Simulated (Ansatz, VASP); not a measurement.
**One calculation of BN, two programs**

```xyz
2
Lattice="0.0000 1.8048 1.7687 1.8048 0.0000 1.7687 1.8048 1.8048 0.0000" Properties=species:S:1:pos:R:3 pbc="T T T"
B     0.0000    0.0000    0.0000
N     0.9024    0.9024    0.8844
```

Change from the starting cell: uniaxial_z strain -2.0%.

Alike in both runs: task single point; functional r2SCAN; k mesh 12 × 12 × 12; no spin polarisation.

|  | VASP | Ansatz |
| --- | --- | --- |
| version | VASP 6.6.1 | Ansatz 0.2.0 |
| potentials or method | VASP PAW PBE potentials, release 64 (B, N) | plane waves, PAW |
| plane-wave cutoff (eV) | 520 | 500 |
| occupations | gaussian, width 0.01 eV | fixed |
| valence electrons in the cell | 8 | 8 |

```csv
,VASP,Ansatz,Ansatz less VASP
gap on the k mesh at the Fermi level (eV),4.63,4.65,+0.023
pressure (GPa),9.4,8.2,-1.19
"traceless stress, the component that is largest in VASP (GPa)",8.61,8.64,+0.023
```

VASP's potentials were made for PBE, not for r2SCAN.
